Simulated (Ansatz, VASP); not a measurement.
**Two plane-wave programs on BP**

POSCAR

```
BP
1.0
    3.1715702108      0.0000000000      0.0000000000
   -1.5857851054      2.7466603724      0.0000000000
    0.0000000000      0.0000000000      8.3811001205
B P
2 2
Direct
    0.3333333333      0.6666666667      0.2500000000
    0.6666666667      0.3333333333      0.7500000000
    0.6666666667      0.3333333333      0.2500000000
    0.3333333333      0.6666666667      0.7500000000
```

File INCAR.step1:

```
SYSTEM = BP
PREC = Accurate
ENCUT = 520
ISMEAR = 0
SIGMA = 0.01
LREAL = .FALSE.
LASPH = .TRUE.
NELM = 80
NBANDS = 16
GGA = PE
ALGO = Normal
EDIFF = 1E-4
LWAVE = .TRUE.
LCHARG = .FALSE.
```

File INCAR.step2:

```
SYSTEM = BP
PREC = Accurate
ENCUT = 520
EDIFF = 1E-7
ISMEAR = 0
SIGMA = 0.01
LREAL = .FALSE.
LASPH = .TRUE.
NELM = 80
ALGO = Normal
ISIF = 2
LWAVE = .FALSE.
LCHARG = .TRUE.
METAGGA = R2SCAN
LMIXTAU = .TRUE.
LELF = .TRUE.
LVHAR = .TRUE.
NBANDS = 16
ISTART = 1
```

File KPOINTS:

```
regular mesh
0
G
  9 9 4
  0 0 0
```

Input for Ansatz:

```yaml
crystal:
  lattice:
    - [3.1715702108, 0.0, 0.0]
    - [-1.5857851054, 2.7466603724, 0.0]
    - [0.0, 0.0, 8.3811001205]
  atoms:
    - { symbol: B, position: [0.3333333333, 0.6666666667, 0.25] }
    - { symbol: B, position: [0.6666666667, 0.3333333333, 0.75] }
    - { symbol: P, position: [0.6666666667, 0.3333333333, 0.25] }
    - { symbol: P, position: [0.3333333333, 0.6666666667, 0.75] }
kpoints:
  mp_grid: { grid: [9, 9, 4] }
hamiltonian:
  xc: r2scan
scf:
  occupations: { method: fixed }
  n_extra_bands: 5
output:
  forces: true
  stress: true
  eigenvalues: true
```

Alike in both runs: task single point; functional r2SCAN; k mesh 9 × 9 × 4; no spin polarisation.

```csv
,VASP,Ansatz
version,VASP 6.6.1,Ansatz 0.2.0
potentials or method,"VASP PAW PBE potentials, release 64 (B, P)","plane waves, PAW"
plane-wave cutoff (eV),520,500
occupations,"gaussian, width 0.01 eV",fixed
valence electrons in the cell,16,16
```

VASP gave:

```
gap on the k mesh at the Fermi level (eV)                     : 1.03
pressure (GPa)                                                : 2.9
traceless stress, the component that is largest in VASP (GPa) : -2.92
```

Problem. Which values does Ansatz return?

Solution. gap on the k mesh at the Fermi level (eV): 1.01; pressure (GPa): 3.3; traceless stress, the component that is largest in VASP (GPa): -3.22.

VASP's potentials were made for PBE, not for r2SCAN.
